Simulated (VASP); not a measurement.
A run of VASP 6.6.1:

INCAR

```
PREC = Accurate ; ENCUT = 520
EDIFF = 1E-7 ; ISMEAR = 0
SIGMA = 0.15 ; LREAL = F
LASPH = T ; NELM = 60
ALGO = Fast ; ISIF = 2
LWAVE = F ; LCHARG = F
GGA = PS ; NBANDS = 10
```

Contents of KPOINTS:

```
Automatic mesh
0
Gamma
  12 12 12
```

POSCAR

```
Cs
1.0
   -3.0980625000      3.0980625000      3.1736250000
    3.0980625000     -3.0980625000      3.1736250000
    3.0980625000      3.0980625000     -3.1736250000
Cs
1
Direct
    0.0000000000      0.0000000000      0.0000000000
```

Potentials or basis: VASP PAW PBE potentials, release 64 (Cs_sv).

Run with:

```sh
$ cat potpaw_PBE.64/Cs_sv/POTCAR > POTCAR
$ mpirun -np 1 vasp_std > vasp.out
```

Hardware: 1 thread of Intel(R) Xeon(R) Platinum 8488C (Sapphire Rapids), with other jobs on the host.

Question: Estimate the wall time of this run.

Answer: Wall time 120 s on 1 thread of Intel(R) Xeon(R) Platinum 8488C (Sapphire Rapids), on a shared host, peak memory 0.36 GiB. Counts: scf iterations 12, k points 163.
